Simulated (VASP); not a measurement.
Write the native input for VASP 6.6.1 that does the following.

| Property | Result |
| --- | --- |
| Task | single point |
| Functional | PBE |
| Potentials or basis | VASP PAW PBE potentials, release 64 (Y_sv) |
| Cutoff | 520 eV |
| k mesh | 12 × 12 × 12 |
| Occupations | fermi-dirac, width 0.1 eV |
| Spin | no spin polarisation |
| Dipole correction | no |
| Further INCAR settings | ALGO = Normal; EDIFF = 1e-06; NBANDS = 12 |

The structure of Y lies in POSCAR:

```
Y
1.0
   -2.1006268266      2.1006268266      2.1006268266
    2.1006268266     -2.1006268266      2.1006268266
    2.1006268266      2.1006268266     -2.1006268266
Y
1
Direct
    0.0000000000      0.0000000000      0.0000000000
```

This isn't the form of Y at room conditions, which is hcp.

One way to write it, as run:

INCAR

```
PREC = Accurate
ENCUT = 520
EDIFF = 1E-6
ISMEAR = -1
SIGMA = 0.1
LREAL = F
LASPH = T
NELM = 80
ALGO = Normal
ISIF = 2
LWAVE = F
LCHARG = F
GGA = PE
NBANDS = 12
```

KPOINTS

```
Automatic mesh
0
Gamma
  12 12 12
```

Potentials or basis: VASP PAW PBE potentials, release 64 (Y_sv).

Command:

```console
$ cat potpaw_PBE.64/Y_sv/POTCAR > POTCAR
$ mpirun -np 1 vasp_std > vasp.out
```

Results of the run:

```yaml
Pressure: -3.7 GPa
Band_gap_on_the_k_mesh: zero (an odd number of electrons rules out a gap without spin polarisation)
```

Caveat: the cell stands under tension.

Wall time 14 s on 1 thread of AMD EPYC 9R45 96-Core Processor (Zen 5), with other jobs on the host, peak memory 0.16 GiB.
